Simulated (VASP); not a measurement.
# Ti2AlN3 (P-3m1) in VASP: a series of runs

Runs on Ti2AlN3. Level: PBE. Tasks: relaxation of cell and atoms, single point.

The COD entry that gives the cell may itself be a prediction, so a difference from it is no test against experiment.

Everything below comes from runs of VASP 6.6.1. Logs are shortened: lines on timing, memory, paths and dates and some standing lists are left out, and cuts for length are marked.

## Step 1: The cell of the first run

Symmetry: P-3m1, No. 164, trigonal system. Conventional cell: a = 2.959 Å, b = 2.959 Å, c = 7.309 Å, α = 90.00°, β = 90.00°, γ = 120.00°. Ti (site symmetry 3m) has 6 N at 2.08 to 2.17 Å within 2.7 Å. Within 2.7 Å of Al (site symmetry -3m) lie 6 N at 2.05 Å. N (site symmetry 3m) has 3 Al at 2.05 Å and 3 Ti at 2.17 Å within 2.7 Å. Within 2.7 Å of N (site symmetry -3m) lie 6 Ti at 2.08 Å.

## Step 2: Relaxation of cell and atoms, PBE

Input file INCAR:

```
  PREC = Accurate
  ENCUT = 600
  EDIFF = 1E-7
  ISMEAR = 0
  SIGMA = 0.1
  LREAL = F
  LASPH = T
  NELM = 100
  ALGO = Normal
  ISIF = 3
  LWAVE = F
  LCHARG = F
  GGA = PE
  IBRION = 2
  NSW = 90
  EDIFFG = -0.04
```

Input file KPOINTS:

```
Automatic mesh
0
Gamma
  6 6 4
```

Input file POSCAR:

```
Ti2AlN3
1.0
    2.9594850074      0.0000000000      0.0000000000
   -1.4797425037      2.5629891985      0.0000000000
    0.0000000000      0.0000000000      7.3089218372
Ti Al N
2 1 3
Direct
    0.3333333333      0.6666666667      0.1613112273
    0.6666666667      0.3333333333      0.8386887727
    0.0000000000      0.0000000000      0.5000000000
    0.6666666667      0.3333333333      0.3441567580
    0.3333333333      0.6666666667      0.6558432420
    0.0000000000      0.0000000000      0.0000000000
```

Potentials or basis: VASP PAW PBE potentials, release 64 (Ti_sv, Al, N).

Run with:

```bash
$ cat potpaw_PBE.64/Ti_sv/POTCAR potpaw_PBE.64/Al/POTCAR potpaw_PBE.64/N/POTCAR > POTCAR
$ mpirun -np 1 vasp_std > vasp.out
```

OUTCAR:

```text
PREC = Accurate
   ENCUT = 600
   EDIFF = 1E-7
   ISMEAR = 0
   LREAL = F
   LASPH = T
   NELM = 100
   ISIF = 3
   GGA = PE
   IBRION = 2
   NSW = 90
   EDIFFG = -0.04

 ion  position               nearest neighbor table
   1  0.333  0.667  0.161-   6 2.08   6 2.08   6 2.08   4 2.17   4 2.17   4 2.17   2 2.91   2 2.91
                             2 2.91   3 3.01   3 3.01   3 3.01
   2  0.667  0.333  0.839-   6 2.08   6 2.08   6 2.08   5 2.17   5 2.17   5 2.17   1 2.91   1 2.91
                             1 2.91   3 3.01   3 3.01   3 3.01
   3  0.000  0.000  0.500-   4 2.05   5 2.05   5 2.05   4 2.05   4 2.05   5 2.05   1 3.01   2 3.01
                             1 3.01   2 3.01   1 3.01   2 3.01
   4  0.667  0.333  0.344-   3 2.05   3 2.05   3 2.05   1 2.17   1 2.17   1 2.17
   5  0.333  0.667  0.656-   3 2.05   3 2.05   3 2.05   2 2.17   2 2.17   2 2.17
   6  0.000  0.000  0.000-   1 2.08   2 2.08   1 2.08   2 2.08   2 2.08   1 2.08

  LATTYP: Found a hexagonal cell.
 ALAT       =     2.9594850074
 C/A-ratio  =     2.4696600317

  Lattice vectors:

 A1 = (   2.9594850074,   0.0000000000,   0.0000000000)
 A2 = (  -1.4797425037,   2.5629891985,   0.0000000000)
 A3 = (   0.0000000000,   0.0000000000,   7.3089218372)

Analysis of symmetry for initial positions (statically):
=====================================================================
 Subroutine PRICEL returns:
 Original cell was already a primitive cell.

 Routine SETGRP: Setting up the symmetry group for a
 hexagonal supercell.

 Subroutine GETGRP returns: Found 12 space group operations
 (whereof 12 operations were pure point group operations)
 out of a pool of 24 trial point group operations.

The static configuration has the point symmetry D_3d.

Analysis of symmetry for dynamics (positions and initial velocities):
=====================================================================
 Subroutine PRICEL returns:
 Original cell was already a primitive cell.

 Routine SETGRP: Setting up the symmetry group for a
 hexagonal supercell.

 Subroutine GETGRP returns: Found 12 space group operations
 (whereof 12 operations were pure point group operations)
 out of a pool of 24 trial point group operations.

The dynamic configuration has the point symmetry D_3d.

 Subroutine INISYM returns: Found 12 space group operations
 (whereof 12 operations are pure point group operations),
 and found     1 'primitive' translations

----------------------------------------------------------------------------------------

                                     Primitive cell

  volume of cell :      55.4391

  direct lattice vectors                    reciprocal lattice vectors
     2.959485007  0.000000000  0.000000000     0.337896626  0.195084708  0.000000000
    -1.479742504  2.562989198  0.000000000     0.000000000  0.390169416  0.000000000
     0.000000000  0.000000000  7.308921837     0.000000000  0.000000000  0.136819085

  length of vectors
     2.959485007  2.959485007  7.308921837     0.390169416  0.390169416  0.136819085

  position of ions in fractional coordinates (direct lattice)
     0.333333333  0.666666667  0.161311227
     0.666666667  0.333333333  0.838688773
     0.000000000  0.000000000  0.500000000
     0.666666667  0.333333333  0.344156758
     0.333333333  0.666666667  0.655843242
     0.000000000  0.000000000  0.000000000

  ion indices of the primitive-cell ions
   primitive index   ion index
                 1           1
                 2           2
                 3           3
                 4           4
                 5           5
                 6           6

----------------------------------------------------------------------------------------

 KPOINTS: Automatic mesh

Automatic generation of k-mesh.
 Grid dimensions read from file:
 generate k-points for:    6    6    4

 Generating k-lattice:

  Cartesian coordinates                     Fractional coordinates (reciprocal lattice)
     0.056316104  0.032514118  0.000000000     0.166666667  0.000000000  0.000000000
     0.000000000  0.065028236  0.000000000     0.000000000  0.166666667  0.000000000
     0.000000000  0.000000000  0.034204771     0.000000000  0.000000000  0.250000000

  Length of vectors
     0.065028236  0.065028236  0.034204771

  Shift w.r.t. Gamma in fractional coordinates (k-lattice)
     0.000000000  0.000000000  0.000000000

 Subroutine IBZKPT returns following result:
 ===========================================

 Found     24 irreducible k-points:

 Following reciprocal coordinates:
            Coordinates               Weight
  0.000000  0.000000  0.000000      1.000000
  0.166667 -0.000000  0.000000      6.000000
  0.333333 -0.000000  0.000000      6.000000
  0.500000  0.000000  0.000000      3.000000
  0.166667  0.166667  0.000000      6.000000
  0.333333  0.166667  0.000000     12.000000
[... 16 lines left out ...]
  0.333333  0.166667  0.500000     12.000000
  0.333333  0.333333  0.500000      2.000000
   k-points           NKPTS =     24   k-points in BZ     NKDIM =     24   number of bands    NBANDS=     25
   number of dos      NEDOS =    301   number of ions     NIONS =      6
   total plane-waves  NPLWV =  34560
   dimension x,y,z NGX =    24 NGY =   24 NGZ =   60
   dimension x,y,z NGXF=    48 NGYF=   48 NGZF=  120
   ions per type =               2   1   3
   NGX,Y,Z   is equivalent  to a cutoff of  13.48, 13.48, 13.65 a.u.
   NGXF,Y,Z  is equivalent  to a cutoff of  26.96, 26.96, 27.29 a.u.
 SYSTEM =  unknown system
   PREC   = accura    normal or accurate (medium, high low for compatibility)
   ISTART =      0    job   : 0-new  1-cont  2-samecut
   ICHARG =      2    charge: 1-file 2-atom 10-const
   ISPIN  =      1    spin polarized calculation?
   LNONCOLLINEAR =      F non collinear calculations
   LSORBIT =      F    spin-orbit coupling
   LASPH  =      T    aspherical Exc in radial PAW
   ENCUT  =  600.0 eV  44.10 Ry    6.64 a.u.   5.91  5.91 14.60*2*pi/ulx,y,z
   NELM   =    100;   NELMIN=  2; NELMDL= -5     # of ELM steps
   EDIFF  = 0.1E-06   stopping-criterion for ELM
   LREAL  =      F    real-space projection
   EDIFFG = -.4E-01   stopping-criterion for IOM
   NSW    =     90    number of steps for IOM
   IBRION =      2    ionic relax: 0-MD 1-quasi-New 2-CG
   NFREE  =      1    steps in history (QN), initial steepest desc. (CG)
   ISIF   =      3    stress and relaxation
   ISYM   =      2    0-nonsym 1-usesym 2-fastsym
   POTIM  = 0.5000    time-step for ionic-motion
   TEBEG  =    0.0;   TEEND  =   0.0 temperature during run
   PSTRESS=    0.0 pullay stress
   NELECT =      42.0000    total number of electrons
   NUPDOWN=      -1.0000    fix difference up-down
   EMIN   =  10.00;   EMAX   =-10.00  energy-range for DOS
   EFERMI =   0.00;   METHOD = LEGACY
   ISMEAR =     0;   SIGMA  =   0.10  broadening in eV -4-tet -1-fermi 0-gaus
   EFERMI_NEDOS =   21; number of points for ismear=-14 and -15
   IALGO  =     38    algorithm
   IMIX   =      4    mixing-type and parameters
     AMIX     =   0.40;   BMIX     =  1.00
     AMIX_MAG =   1.60;   BMIX_MAG =  1.00
  volume/ion in A,a.u.               =       9.24        62.35
  Fermi-wavevector in a.u.,A,eV,Ry     =   1.492402  2.820231 30.303766  2.227264
  Thomas-Fermi vector in A             =   2.604935
   LORBIT       =      0    0 simple, 1 ext, 2 COOP (PROOUT), +10 PAW based schemes
   GGA     = PE    functional components
   LHFCALC =     F    Hartree Fock is set to
   AEXX    =    0.0000 exact exchange contribution
   IVDW    =     0    specifies the selected vdW correction
   LEPSILON=     F    determine dielectric tensor
   LRPA    =     F    only Hartree local field effects (RPA)
 conjugate gradient relaxation of ions
 non-spin polarized calculation
 Gauss-broadening in eV      SIGMA  =   0.10
  energy-cutoff  :      600.00
  volume of cell :       55.44
 maximum number of plane-waves:      1866
   NGX = 11   NGY = 11   NGZ = 29

--------------------------------------- Ionic step        1  -------------------------------------------

 number of electron      42.0000004 magnetization

 Free energy of the ion-electron system (eV)
  ---------------------------------------------------
  ext. energy  EPLUGINS =         0.00000000
  ---------------------------------------------------
  free energy    TOTEN  =       -53.57258982 eV

  energy without entropy =      -53.56104855  energy(sigma->0) =      -53.56681918

------------------------ aborting loop because EDIFF is reached ----------------------------------------

  FORCE on cell =-STRESS in cart. coord.  units (eV):
  Direction    XX          YY          ZZ          XY          YZ          ZX
  --------------------------------------------------------------------------------------
  -------------------------------------------------------------------------------------
  Total        0.1220949      0.1220949      0.0925437     -0.0000000      0.0000000      0.0000000
  in kB        3.5285156      3.5285156      2.6744927     -0.0000000      0.0000000      0.0000000
  external PRESSURE =       3.2438413 kB  Pullay stress =       0.0000000 kB
[... 65 lines left out ...]
  energy  without entropy=      -53.5608458777  energy(sigma->0) =      -53.56675398

--------------------------------------- Ionic step        3  -------------------------------------------

 number of electron      42.0000005 magnetization

 Free energy of the ion-electron system (eV)
  ---------------------------------------------------
  ext. energy  EPLUGINS =         0.00000000
  ---------------------------------------------------
  free energy    TOTEN  =       -53.57288263 eV

  energy without entropy =      -53.56119651  energy(sigma->0) =      -53.56703957

 E-fermi :  11.0913     XC(G=0): -12.7168

 val. band max:       11.0757854290   @ k =   0.0000   0.0000   0.0000
 cond. band min:      11.0929065587   @ k =   0.1667   0.1667   0.2500
 fundamental gap:      0.0171211297
 Fermi energy:        11.0912806652

 k-point     1 :       0.0000    0.0000    0.0000
  band No.  band energies     occupation
      1     -46.5953      2.00000
      2     -46.5247      2.00000
      3     -23.1313      2.00000
      4     -22.7066      2.00000
      5     -22.6094      2.00000
      6     -22.6094      2.00000
[... 694 lines left out ...]
  FREE ENERGIE OF THE ION-ELECTRON SYSTEM (eV)
  ---------------------------------------------------
  free  energy   TOTEN  =       -53.5728826345 eV

  energy  without entropy=      -53.5611965095  energy(sigma->0) =      -53.56703957

 reached required accuracy - stopping structural energy minimisation
```

It took 5.8 min on 1 thread of AMD EPYC 7R13, shared host; peak memory 0.18 GiB.

Results:

```
Free energy                            : -53.5729 eV
Relaxed volume                         : 9.25 Å³/atom
Relaxed cell                           : a = 2.961 Å, b = 2.961 Å, c = 7.312 Å, α = 90.00°, β = 90.00°, γ = 120.00°
Space group after relaxing (to 0.05 Å) : P-3m1 (No. 164)
Energy gained by relaxing              : 0.0 meV/atom
Ionic steps                            : 3
Pressure after relaxing                : 0.0 GPa
Largest force after relaxing           : 0.005 eV/Å
Band gap on the k mesh                 : zero (band 21 reaches 12.14 eV, above the bottom of band 22 at 11.01 eV)
```

Forces in eV/Å, atoms in the order of the input:
```
Ti   0.000  0.000  0.001
Ti   0.000  0.000 -0.001
Al   0.000  0.000  0.000
N    0.000  0.000  0.005
N    0.000  0.000 -0.005
N    0.000  0.000  0.000
```

Step by step:
```
step  energy change (eV)  largest force (eV/Å)  pressure (GPa)  volume (Å³)
   1              0.0000                0.0653            0.32        55.44
   2             -0.0001                0.0577           -0.35        55.59
   3             -0.0003                0.0053           -0.04        55.52
```

Final structure:
```
Ti Al N
1.0
     2.96104    0.00000    0.00000
    -1.48052    2.56434    0.00000
     0.00000    0.00000    7.31184
Ti Al N
2 1 3
Direct
  0.33333 0.66667 0.16108
  0.66667 0.33333 0.83892
  0.00000 0.00000 0.50000
  0.66667 0.33333 0.34438
  0.33333 0.66667 0.65562
  0.00000 0.00000 0.00000
```

Caveat: the k points lie up to 0.41 Å⁻¹ apart in the final cell.

## Step 3: Single point, PBE, collinear spin, ferromagnetic start

This run uses another cell than the first one, of 12.50 Å³/atom, 1.353 times its volume.

Input file INCAR:

```
SYSTEM = Ti2AlN3
PREC     = Accurate       ! precision mode
ENCUT    = 520            ! plane-wave cutoff, eV
EDIFF    = 1E-6           ! SCF threshold, eV
ISMEAR   = 0              ! smearing method
SIGMA    = 0.1            ! smearing width, eV
LREAL    = .FALSE.        ! projectors in reciprocal space
LASPH    = .TRUE.         ! aspherical terms in the spheres
NELM     = 150            ! most SCF steps
ALGO     = Normal         ! electronic algorithm
ISIF     = 2              ! what is computed and relaxed
LWAVE    = .FALSE.        ! write WAVECAR
LCHARG   = .FALSE.        ! write CHGCAR
ISPIN    = 2              ! spin polarisation
MAGMOM   = 1 1 0 0 0 0    ! initial moments
LORBIT   = 11             ! projections on sites
LMAXMIX  = 4              ! l up to which the mixer works
GGA      = PE             ! functional
NBANDS   = 34             ! bands
```

Input file KPOINTS:

```
Automatic mesh
0
G
  6 6 2
  0 0 0
```

Input file POSCAR:

```
Ti2AlN3
1.0
    3.2821556600      0.0000000000      0.0000000000
   -1.6410778300      2.8424301800      0.0000000000
    0.0000000000      0.0000000000      8.0396066100
Ti Al N
2 1 3
Direct
    0.3333333300      0.6666666700      0.1666666700
    0.6666666700      0.3333333300      0.8333333300
    0.0000000000      0.0000000000      0.5000000000
    0.6666666700      0.3333333300      0.3333333300
    0.3333333300      0.6666666700      0.6666666700
    0.0000000000      0.0000000000      0.0000000000
```

Potentials or basis: VASP PAW PBE potentials, release 64 (Ti_sv, Al, N).

Run with:

```bash
$ cat potpaw_PBE.64/Ti_sv/POTCAR potpaw_PBE.64/Al/POTCAR potpaw_PBE.64/N/POTCAR > POTCAR
$ mpirun -np 1 vasp_std > vasp.out
```

Run time: 3.1 min. Hardware: 1 thread of AMD EPYC 7R13, shared host; peak memory 0.2 GiB.

It converged, with:

- Free energy: -50.1028 eV
- Pressure: -41.4 GPa
- Largest force: 1.501 eV/Å
- Band gap on the k mesh: zero (filled and empty bands overlap)
- Net moment: 0.00 μB per cell
- Valence electrons inside the program's atomic spheres: Ti 9.99; Al 0.56; N 3.58

Forces in eV/Å, atoms in the order of the input:
```
Ti   0.000  0.000 -1.501
Ti   0.000  0.000  1.501
Al   0.000  0.000  0.000
N    0.000  0.000  0.819
N    0.000  0.000 -0.819
N    0.000  0.000  0.000
```

Stress tensor (GPa, compression positive):
```
-42.28   0.00   0.00
  0.00 -42.28   0.00
  0.00   0.00 -39.72
```

Levels at points of the mesh, in eV from the Fermi level:
Spin up:
| k point | band 19 | band 20 | band 21 | band 22 | band 23 | band 24 |
| --- | --- | --- | --- | --- | --- | --- |
| (0.00, 0.00, 0.00) | -1.63 | -1.63 | -0.17 | -0.04 | -0.04 | 0.68 |
| (0.50, 0.00, 0.00) | -2.96 | -2.95 | -1.38 | 0.42 | 1.17 | 1.32 |
| (0.00, 0.00, 0.50) | -1.80 | -1.80 | -0.01 | -0.01 | 0.18 | 0.66 |
| (0.50, 0.00, 0.50) | -3.17 | -2.50 | -0.89 | 0.20 | 1.17 | 1.37 |
Spin down:
```
           k point  band 19  band 20  band 21  band 22  band 23  band 24
(0.00, 0.00, 0.00)    -1.63    -1.63    -0.17    -0.04    -0.04     0.68
(0.50, 0.00, 0.00)    -2.96    -2.95    -1.38     0.42     1.17     1.32
(0.00, 0.00, 0.50)    -1.80    -1.80    -0.01    -0.01     0.18     0.66
(0.50, 0.00, 0.50)    -3.17    -2.50    -0.89     0.20     1.17     1.37
```

Caveat: the k points lie up to 0.39 Å⁻¹ apart; forces of over 1 eV/Å act on the atoms, so gaps and moduli don't describe the material at rest.

[end of part 1 of 2]
